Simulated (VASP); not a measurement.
# K4TaNb3O12 in VASP: single point with PBEsol

Aim: the single point of K4TaNb3O12 with PBEsol.

All numbers are computed with VASP 6.6.1; they aren't measurements. Logs are shortened: lines on timing, memory, paths and dates and some standing lists are left out, and cuts for length are marked.

**1. The cell of the first run**

The typed cell holds 40 atoms: a = 7.997 Å, b = 7.997 Å, c = 7.997 Å, α = 90.00°, β = 90.00°, γ = 90.00°.

**2. Single point, PBEsol**

INCAR reads:

```
PREC = Accurate
ENCUT = 600
EDIFF = 1E-6
ISMEAR = -1
SIGMA = 0.05
LREAL = Auto
LASPH = T
NELM = 120
ALGO = Normal
ISIF = 2
LWAVE = F
LCHARG = T
GGA = PS
LELF = T
LVHAR = T
NBANDS = 184
ISYM = 0
GGA_COMPAT = F
```

KPOINTS reads:

```
Automatic mesh
0
Gamma
  1 1 1
  0.25 0.25 0.25
```

POSCAR reads:

```
K4TaNb3O12
1.0
    7.9974414517      0.0000000000      0.0000000000
    0.0000000000      7.9974414517      0.0000000000
    0.0000000000      0.0000000000      7.9974414517
K Ta Nb O
8 2 6 24
Direct
    0.0025880000      0.0030620000      0.0031360000
    0.0026070000      0.0030550000      0.5031330000
    0.0028300000      0.5035870000      0.0029470000
    0.0028090000      0.5035900000      0.5029600000
    0.5030960000      0.0032850000      0.0029550000
    0.5031130000      0.0032910000      0.5029500000
    0.5024530000      0.5029100000      0.0028180000
    0.5024450000      0.5029280000      0.5028100000
    0.2554790000      0.2559540000      0.2527610000
    0.2554790000      0.2559590000      0.7527600000
    0.2585790000      0.7563140000      0.2591480000
    0.2585770000      0.7563170000      0.7591510000
    0.7558400000      0.2590610000      0.2591510000
    0.7558400000      0.2590620000      0.7591510000
    0.7585390000      0.7590150000      0.2583770000
    0.7585370000      0.7590210000      0.7583750000
    0.2467310000      0.2472210000      0.9972480000
    0.2467240000      0.2472140000      0.4972480000
    0.2458580000      0.7473090000      0.9958250000
    0.2458640000      0.7473020000      0.4958220000
    0.7468060000      0.2463670000      0.9958160000
    0.7468190000      0.2463570000      0.4958150000
    0.7457800000      0.7462590000      0.9954110000
    0.7457650000      0.7462650000      0.4954160000
    0.9963970000      0.2468100000      0.2470420000
    0.9964000000      0.2468080000      0.7470550000
    0.9953870000      0.7467510000      0.2460410000
    0.9953890000      0.7467720000      0.7460380000
    0.4963340000      0.2468170000      0.2470490000
    0.4963290000      0.2468290000      0.7470510000
    0.4953440000      0.7467320000      0.2460870000
    0.4953400000      0.7467350000      0.7460890000
    0.2463020000      0.9968930000      0.2470460000
    0.2463060000      0.9968950000      0.7470470000
    0.2463260000      0.4968230000      0.2470460000
    0.2463140000      0.4968330000      0.7470540000
    0.7462700000      0.9958810000      0.2460290000
    0.7462690000      0.9958820000      0.7460250000
    0.7462360000      0.4958380000      0.2460710000
    0.7462380000      0.4958370000      0.7460670000
```

Potentials or basis: VASP PAW PBE potentials, release 64 (K_sv, Ta_pv, Nb_sv, O).

On the command line:

```console
$ cat potpaw_PBE.64/K_sv/POTCAR potpaw_PBE.64/Ta_pv/POTCAR potpaw_PBE.64/Nb_sv/POTCAR potpaw_PBE.64/O/POTCAR > POTCAR
$ mpirun -np 1 vasp_std > vasp.out
```

OUTCAR:

```text
PREC = Accurate
   ENCUT = 600
   EDIFF = 1E-6
   ISMEAR = -1
   LREAL = Auto
   LASPH = T
   NELM = 120
   ISIF = 2
   GGA = PS
   ISYM = 0

 ion  position               nearest neighbor table
   1  0.003  0.003  0.003-  33 2.76  25 2.76  17 2.76  19 2.82  21 2.82  37 2.82  27 2.82  34 2.83
                            26 2.83  16 3.38   9 3.49  10 3.49
   2  0.003  0.003  0.503-  34 2.76  26 2.76  18 2.76  20 2.82  22 2.82  28 2.82  38 2.82  33 2.83
                            25 2.83  15 3.38  10 3.49   9 3.49
   3  0.003  0.504  0.003-  27 2.75  19 2.75  35 2.76  36 2.83  39 2.83  23 2.83  28 2.83  17 2.83
                            25 2.83  14 3.40   9 3.46  10 3.47
   4  0.003  0.504  0.503-  28 2.75  20 2.75  36 2.76  35 2.83  40 2.83  24 2.83  27 2.83  18 2.83
                            26 2.83  13 3.40  10 3.46   9 3.47
   5  0.503  0.003  0.003-  37 2.75  21 2.75  29 2.76  30 2.83  31 2.83  23 2.83  38 2.83  17 2.83
                            33 2.83  12 3.40   9 3.46  10 3.47
   6  0.503  0.003  0.503-  38 2.75  22 2.75  30 2.76  29 2.83  32 2.83  24 2.83  37 2.83  18 2.83
                            34 2.83  11 3.40  10 3.46   9 3.47
   7  0.502  0.503  0.003-  23 2.75  39 2.75  31 2.76  29 2.83  35 2.83  40 2.83  32 2.83  21 2.83
                            19 2.83  14 3.42  12 3.42   9 3.43  10 3.44
   8  0.502  0.503  0.503-  24 2.75  40 2.75  32 2.76  30 2.83  36 2.83  31 2.83  39 2.83  22 2.83
                            20 2.83  11 3.42  13 3.42  10 3.43   9 3.44
   9  0.255  0.256  0.253-  29 1.93  35 1.93  18 1.96  17 2.05  33 2.07  25 2.07   7 3.43   8 3.44
                             5 3.46   3 3.46   6 3.47   4 3.47   1 3.49   2 3.49
  10  0.255  0.256  0.753-  30 1.93  36 1.93  17 1.96  18 2.05  34 2.07  26 2.07   8 3.43   7 3.44
                             4 3.46   6 3.46   3 3.47   5 3.47   2 3.49   1 3.49
  11  0.259  0.756  0.259-  20 1.90  31 1.90  33 1.93  35 2.08  27 2.11  19 2.11   6 3.40   8 3.42

  12  0.259  0.756  0.759-  19 1.90  32 1.90  34 1.93  36 2.08  28 2.11  20 2.11   5 3.40   7 3.42

  13  0.756  0.259  0.259-  22 1.90  39 1.90  25 1.93  29 2.08  37 2.11  21 2.11   4 3.40   8 3.42

  14  0.756  0.259  0.759-  21 1.90  40 1.90  26 1.93  30 2.08  38 2.11  22 2.11   3 3.40   7 3.42

  15  0.759  0.759  0.258-  27 1.90  37 1.90  24 1.90  23 2.11  39 2.11  31 2.11   2 3.38
  16  0.759  0.759  0.758-  28 1.90  38 1.90  23 1.90  24 2.11  40 2.11  32 2.11   1 3.38
  17  0.247  0.247  0.997-  10 1.96   9 2.05   1 2.76   3 2.83   5 2.83
  18  0.247  0.247  0.497-   9 1.96  10 2.05   2 2.76   4 2.83   6 2.83
  19  0.246  0.747  0.996-  12 1.90  11 2.11   3 2.75   1 2.82   7 2.83
  20  0.246  0.747  0.496-  11 1.90  12 2.11   4 2.75   2 2.82   8 2.83
  21  0.747  0.246  0.996-  14 1.90  13 2.11   5 2.75   1 2.82   7 2.83
  22  0.747  0.246  0.496-  13 1.90  14 2.11   6 2.75   2 2.82   8 2.83
[... 16 lines left out ...]
  39  0.746  0.496  0.246-  13 1.90  15 2.11   7 2.75   3 2.83   8 2.83
  40  0.746  0.496  0.746-  14 1.90  16 2.11   8 2.75   4 2.83   7 2.83

IMPORTANT INFORMATION: All symmetrisations will be switched off!
NOSYMM: (Re-)initialisation of all symmetry stuff for point group C_1.

----------------------------------------------------------------------------------------

                                     Primitive cell

  volume of cell :     511.5089

  direct lattice vectors                    reciprocal lattice vectors
     7.997441452  0.000000000  0.000000000     0.125039990  0.000000000  0.000000000
     0.000000000  7.997441452  0.000000000     0.000000000  0.125039990  0.000000000
     0.000000000  0.000000000  7.997441452     0.000000000  0.000000000  0.125039990

  length of vectors
     7.997441452  7.997441452  7.997441452     0.125039990  0.125039990  0.125039990

  position of ions in fractional coordinates (direct lattice)
     0.002588000  0.003062000  0.003136000
     0.002607000  0.003055000  0.503133000
     0.002830000  0.503587000  0.002947000
     0.002809000  0.503590000  0.502960000
     0.503096000  0.003285000  0.002955000
     0.503113000  0.003291000  0.502950000
[... 32 lines left out ...]
     0.746236000  0.495838000  0.246071000
     0.746238000  0.495837000  0.746067000

  ion indices of the primitive-cell ions
   primitive index   ion index
                 1           1
                 2           2
                 3           3
                 4           4
                 5           5
                 6           6
[... 32 lines left out ...]
                39          39
                40          40

----------------------------------------------------------------------------------------

 KPOINTS: Automatic mesh

Automatic generation of k-mesh.
 Grid dimensions read from file:
 generate k-points for:    1    1    1

 Generating k-lattice:

  Cartesian coordinates                     Fractional coordinates (reciprocal lattice)
     0.125039990  0.000000000  0.000000000     1.000000000  0.000000000  0.000000000
     0.000000000  0.125039990  0.000000000     0.000000000  1.000000000  0.000000000
     0.000000000  0.000000000  0.125039990     0.000000000  0.000000000  1.000000000

  Length of vectors
     0.125039990  0.125039990  0.125039990

  Shift w.r.t. Gamma in fractional coordinates (k-lattice)
     0.250000000  0.250000000  0.250000000

 Subroutine IBZKPT returns following result:
 ===========================================

 Found      4 irreducible k-points:

 Following reciprocal coordinates:
            Coordinates               Weight
  0.250000  0.250000  0.250000      2.000000
 -0.250000  0.250000  0.250000      2.000000
 -0.250000 -0.250000  0.250000      2.000000
  0.250000 -0.250000  0.250000      2.000000
   k-points           NKPTS =      4   k-points in BZ     NKDIM =      4   number of bands    NBANDS=    184
   number of dos      NEDOS =    301   number of ions     NIONS =     40
   total plane-waves  NPLWV = 262144
   dimension x,y,z NGX =    64 NGY =   64 NGZ =   64
   dimension x,y,z NGXF=   128 NGYF=  128 NGZF=  128
   ions per type =               8   2   6  24
   NGX,Y,Z   is equivalent  to a cutoff of  13.30, 13.30, 13.30 a.u.
   NGXF,Y,Z  is equivalent  to a cutoff of  26.61, 26.61, 26.61 a.u.
 SYSTEM =  unknown system
   PREC   = accura    normal or accurate (medium, high low for compatibility)
   ISTART =      0    job   : 0-new  1-cont  2-samecut
   ICHARG =      2    charge: 1-file 2-atom 10-const
   ISPIN  =      1    spin polarized calculation?
   LNONCOLLINEAR =      F non collinear calculations
   LSORBIT =      F    spin-orbit coupling
   LASPH  =      T    aspherical Exc in radial PAW
   ENCUT  =  600.0 eV  44.10 Ry    6.64 a.u.  15.97 15.97 15.97*2*pi/ulx,y,z
   NELM   =    120;   NELMIN=  2; NELMDL= -5     # of ELM steps
   EDIFF  = 0.1E-05   stopping-criterion for ELM
   LREAL  =      T    real-space projection
   EDIFFG = 0.1E-04   stopping-criterion for IOM
   NSW    =      0    number of steps for IOM
   IBRION =     -1    ionic relax: 0-MD 1-quasi-New 2-CG
   NFREE  =      0    steps in history (QN), initial steepest desc. (CG)
   ISIF   =      2    stress and relaxation
   ISYM   =      0    0-nonsym 1-usesym 2-fastsym
   POTIM  = 0.5000    time-step for ionic-motion
   TEBEG  =    0.0;   TEEND  =   0.0 temperature during run
   PSTRESS=    0.0 pullay stress
   NELECT =     316.0000    total number of electrons
   NUPDOWN=      -1.0000    fix difference up-down
   EMIN   =  10.00;   EMAX   =-10.00  energy-range for DOS
   EFERMI =   0.00;   METHOD = LEGACY
   ISMEAR =    -1;   SIGMA  =   0.05  broadening in eV -4-tet -1-fermi 0-gaus
   EFERMI_NEDOS =   21; number of points for ismear=-14 and -15
   IALGO  =     38    algorithm
   IMIX   =      4    mixing-type and parameters
     AMIX     =   0.40;   BMIX     =  1.00
     AMIX_MAG =   1.60;   BMIX_MAG =  1.00
  volume/ion in A,a.u.               =      12.79        86.30
  Fermi-wavevector in a.u.,A,eV,Ry     =   1.394289  2.634824 26.450293  1.944042
  Thomas-Fermi vector in A             =   2.517853
   LORBIT       =      0    0 simple, 1 ext, 2 COOP (PROOUT), +10 PAW based schemes
   GGA     = PS    functional components
   LHFCALC =     F    Hartree Fock is set to
   AEXX    =    0.0000 exact exchange contribution
   IVDW    =     0    specifies the selected vdW correction
   LEPSILON=     F    determine dielectric tensor
   LRPA    =     F    only Hartree local field effects (RPA)
 non-spin polarized calculation
  energy-cutoff  :      600.00
  volume of cell :      511.51
 maximum number of plane-waves:     17043
   NGX = 31   NGY = 31   NGZ = 31

 number of electron     316.0000121 magnetization

 Free energy of the ion-electron system (eV)
  ---------------------------------------------------
  ext. energy  EPLUGINS =         0.00000000
  ---------------------------------------------------
  free energy    TOTEN  =      -330.30265063 eV

  energy without entropy =     -330.30265063  energy(sigma->0) =     -330.30265063

 E-fermi :   3.8317     XC(G=0): -11.0701

 val. band max:        2.5913630688   @ k =   0.2500   0.2500   0.2500
 cond. band min:       5.3465497714   @ k =  -0.2500  -0.2500   0.2500
 fundamental gap:      2.7551867025
 Fermi energy:         3.8317303635

 k-point     1 :       0.2500    0.2500    0.2500
  band No.  band energies     occupation
      1     -51.8399      2.00000
      2     -51.8397      2.00000
      3     -51.8382      2.00000
      4     -51.8380      2.00000
      5     -51.8171      2.00000
      6     -51.8154      2.00000
[... 162 lines left out ...]
    169       6.9730      0.00000
    170       6.9891      0.00000

 k-point     2 :      -0.2500    0.2500    0.2500
  band No.  band energies     occupation
      1     -51.8399      2.00000
      2     -51.8397      2.00000
      3     -51.8382      2.00000
      4     -51.8380      2.00000
      5     -51.8171      2.00000
      6     -51.8154      2.00000
[... 162 lines left out ...]
    169       6.9574      0.00000
    170       6.9744      0.00000

 k-point     3 :      -0.2500   -0.2500    0.2500
  band No.  band energies     occupation
      1     -51.8399      2.00000
      2     -51.8397      2.00000
      3     -51.8382      2.00000
      4     -51.8380      2.00000
      5     -51.8171      2.00000
      6     -51.8154      2.00000
[... 162 lines left out ...]
    169       6.9848      0.00000
    170       6.9976      0.00000

 k-point     4 :       0.2500   -0.2500    0.2500
  band No.  band energies     occupation
      1     -51.8399      2.00000
      2     -51.8397      2.00000
      3     -51.8382      2.00000
      4     -51.8380      2.00000
      5     -51.8171      2.00000
      6     -51.8154      2.00000
[... 162 lines left out ...]
    169       6.9573      0.00000
    170       6.9745      0.00000
 [bands above 170 left out]

------------------------ aborting loop because EDIFF is reached ----------------------------------------

  FORCE on cell =-STRESS in cart. coord.  units (eV):
  Direction    XX          YY          ZZ          XY          YZ          ZX
  --------------------------------------------------------------------------------------
  -------------------------------------------------------------------------------------
  Total        0.2677376      0.2450135      0.4622716      0.3745376      0.3967140      0.3915535
  in kB        0.8386230      0.7674452      1.4479536      1.1731481      1.2426102      1.2264461
  external PRESSURE =       1.0180072 kB  Pullay stress =       0.0000000 kB

 VOLUME and BASIS-vectors are now :
 -----------------------------------------------------------------------------
  energy-cutoff  :      600.00
  volume of cell :      511.51
      direct lattice vectors                 reciprocal lattice vectors
     7.997441452  0.000000000  0.000000000     0.125039990  0.000000000  0.000000000
     0.000000000  7.997441452  0.000000000     0.000000000  0.125039990  0.000000000
     0.000000000  0.000000000  7.997441452     0.000000000  0.000000000  0.125039990

 POSITION                                       TOTAL-FORCE (eV/Angst)
 -----------------------------------------------------------------------------------
      0.02070      0.02449      0.02508        -0.008863     -0.007530     -0.008465
      0.02085      0.02443      4.02378        -0.009383     -0.007351     -0.008304
      0.02263      4.02741      0.02357        -0.011404     -0.008201     -0.007740
      0.02246      4.02743      4.02239        -0.010767     -0.008293     -0.008088
      4.02348      0.02627      0.02363        -0.008495     -0.009537     -0.007937
      4.02362      0.02632      4.02231        -0.008993     -0.009727     -0.007764
[... 32 lines left out ...]
      5.96798      3.96544      1.96794         0.044053      0.028549      0.043132
      5.96799      3.96543      5.96663         0.044170      0.028607      0.042887
 -----------------------------------------------------------------------------------
    total drift:                               -0.023519     -0.051778     -0.041006

  FREE ENERGIE OF THE ION-ELECTRON SYSTEM (eV)
  ---------------------------------------------------
  free  energy   TOTEN  =      -330.3026506261 eV

  energy  without entropy=     -330.3026506260  energy(sigma->0) =     -330.30265063
```

Run time: 26 min. Hardware: 1 thread of Oxide Virtual Turin-like, shared host; peak memory 0.72 GiB.

What came out:

```
Free energy            : -330.3027 eV
Pressure               : 0.1 GPa
Largest force          : 0.253 eV/Å
Band gap on the k mesh : 2.76 eV
```

Forces on the atoms (eV/Å):
```
K   -0.009 -0.008 -0.008
K   -0.009 -0.007 -0.008
K   -0.011 -0.008 -0.008
K   -0.011 -0.008 -0.008
K   -0.008 -0.010 -0.008
K   -0.009 -0.010 -0.008
K   -0.007 -0.005 -0.008
K   -0.007 -0.005 -0.008
Ta  -0.155 -0.154 -0.127
Ta  -0.155 -0.154 -0.127
Nb  -0.104 -0.103 -0.100
Nb  -0.104 -0.103 -0.100
Nb  -0.102 -0.104 -0.101
Nb  -0.102 -0.104 -0.101
Nb  -0.105 -0.103 -0.103
Nb  -0.105 -0.104 -0.103
O    0.025  0.025  0.068
O    0.025  0.025  0.068
O    0.044  0.045  0.029
O    0.044  0.045  0.029
O    0.044  0.044  0.029
O    0.044  0.044  0.030
O    0.042  0.042  0.027
O    0.043  0.042  0.027
O   -0.021  0.037  0.037
O   -0.022  0.037  0.036
O    0.029  0.044  0.043
O    0.028  0.044  0.043
O    0.149  0.033  0.033
O    0.150  0.033  0.032
O    0.030  0.045  0.042
O    0.030  0.045  0.043
O    0.039 -0.024  0.037
O    0.039 -0.023  0.037
O    0.034  0.148  0.033
O    0.034  0.147  0.032
O    0.043  0.026  0.043
O    0.043  0.027  0.043
O    0.044  0.029  0.043
O    0.044  0.029  0.043
```

Caveat: the PAW data sets were made with another functional, which shifts forces and pressure a little; spin-orbit coupling is left out, which moves the levels of the heavy elements; a shifted mesh leaves out Γ, where band edges can lie. A k mesh can miss the band edges.
